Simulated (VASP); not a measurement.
The system is LuAg3O3.

```
Lu Ag O
1.0
     3.50000    0.00000    0.00000
    -1.75000    3.03109    0.00000
     0.00000    0.00000   10.60000
Lu Ag O
1 3 3
Direct
  0.00000 0.00000 0.00000
  0.66667 0.33333 0.69000
  0.33333 0.66667 0.30500
  0.00000 0.00000 0.55000
  0.66667 0.33333 0.89000
  0.33333 0.66667 0.11000
  0.33333 0.66667 0.50000
```

| Quantity | Value |
| --- | --- |
| Program | VASP 6.6.1 |
| Task | relaxation of cell and atoms |
| Functional | PBE |
| Potentials or basis | VASP PAW PBE potentials, release 64 (Lu, Ag, O) |
| Cutoff | 600 eV |
| k mesh | 4 × 4 × 1 |
| Occupations | gaussian, width 0.15 eV |
| Spin | no spin polarisation |

At the start: pressure 6.9 GPa; volume 16.06 Å³/atom.

**Question.** Where does the relaxation end?

**Answer.** Over 26 steps the energy falls by 164.1 meV/atom and the volume is 16.51 Å³/atom (+2.8 %); space group P3m1 (No. 156, to 0.1 Å) before and after.

Step by step:
| step | energy change (eV) | largest force (eV/Å) | pressure (GPa) | volume (Å³) |
| --- | --- | --- | --- | --- |
| 1 | 0.0000 | 2.6776 | 6.93 | 112.45 |
| 2 | -0.5759 | 1.2430 | -3.97 | 124.14 |
| 3 | -0.5759 | 1.2536 | -3.79 | 123.85 |
| 4 | -0.8050 | 0.7746 | -0.67 | 119.66 |
| 5 | -0.8372 | 0.7877 | 1.48 | 117.35 |
| 6 | -0.8809 | 0.4764 | 0.34 | 118.79 |
| 7 | -0.8817 | 0.5113 | 0.15 | 119.03 |
| 8 | -0.9007 | 0.3951 | -0.39 | 119.67 |
| 9 | -0.9200 | 0.5270 | -1.83 | 121.47 |
| 10 | -0.9255 | 0.5520 | -1.86 | 121.38 |
| 11 | -0.9414 | 0.6325 | -1.73 | 121.12 |
| 12 | -0.9669 | 0.8181 | -1.56 | 120.58 |
| 13 | -0.9656 | 1.3154 | -1.01 | 119.46 |
| 14 | -0.9769 | 1.0116 | -1.33 | 120.11 |
| 15 | -1.0151 | 0.6929 | -1.08 | 119.32 |
| 16 | -1.0755 | 0.7934 | -0.01 | 116.93 |
| 17 | -1.0763 | 0.8142 | 0.16 | 116.55 |
| 18 | -1.1004 | 0.6512 | 0.02 | 116.39 |
| 19 | -1.1263 | 0.3939 | -0.12 | 115.95 |
| 20 | -1.1349 | 0.2816 | -0.10 | 115.79 |
| 21 | -1.1396 | 0.3024 | -0.06 | 115.54 |
| 22 | -1.1439 | 0.1790 | 0.04 | 115.37 |
| 23 | -1.1456 | 0.1912 | 0.22 | 115.07 |
| 24 | -1.1459 | 0.1754 | 0.26 | 115.14 |
| 25 | -1.1485 | 0.0867 | -0.12 | 115.46 |
| 26 | -1.1486 | 0.0550 | -0.24 | 115.58 |

Final structure:
```
CELL_PARAMETERS angstrom
3.39296 0.00000 0.00000
-1.69648 2.93839 0.00000
0.00000 0.00000 11.59318
ATOMIC_POSITIONS crystal
Lu 0.00000 0.00000 0.00878
Ag 0.66667 0.33333 0.72762
Ag 0.33333 0.66667 0.28239
Ag 0.00000 0.00000 0.54914
O 0.66667 0.33333 0.91546
O 0.33333 0.66667 0.10217
O 0.33333 0.66667 0.45945
```

Caveat: the k points lie up to 0.54 Å⁻¹ apart in the final cell; the relaxation stopped at a loose force limit of 0.08 eV/Å, so its end isn't a converged minimum.
